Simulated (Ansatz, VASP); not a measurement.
**One calculation of CuI, two programs**

```xyz
2
Lattice="0.0000 2.9308 2.9308 2.9308 0.0000 2.9308 2.9308 2.9308 0.0000" Properties=species:S:1:pos:R:3 pbc="T T T"
Cu    0.0000    0.0000    0.0000
I     1.4654    1.4654    1.4654
```

Alike in both runs: functional LDA; k mesh 8 × 8 × 8; occupations gaussian, width 0.02 eV; no spin polarisation.

Ansatz relaxed the structure, and its values are those at the end. VASP's run is a single point on that final structure, the one shown.

|  | VASP | Ansatz |
| --- | --- | --- |
| version | VASP 6.6.1 | Ansatz 0.2.0 |
| potentials or method | VASP PAW LDA potentials, release 64 (Cu, I), cutoff 600 eV | scalar-relativistic, plane waves, PAW |
| valence electrons in the cell | 18 | 36 |

VASP gave:

| Quantity | Value |
| --- | --- |
| gap on the k mesh at the Fermi level (eV) | 1.29 |
| least direct gap on the mesh (eV) | 1.29 |
| pressure (GPa) | 0.2 |

Question: What did Ansatz give for the same quantities?

Answer: gap on the k mesh at the Fermi level (eV): 1.22; least direct gap on the mesh (eV): 1.22; pressure (GPa): 0.0.

Ansatz warns that its potentials were made for another functional, while VASP's fit it. LDA's correlation is that of Perdew and Zunger in VASP and of Perdew and Wang (1992) in Ansatz. VASP's potentials hold 18 valence electrons a cell and Ansatz's 36, so a difference there can come from the potentials and not from the codes.

Neither program's run includes spin-orbit coupling.
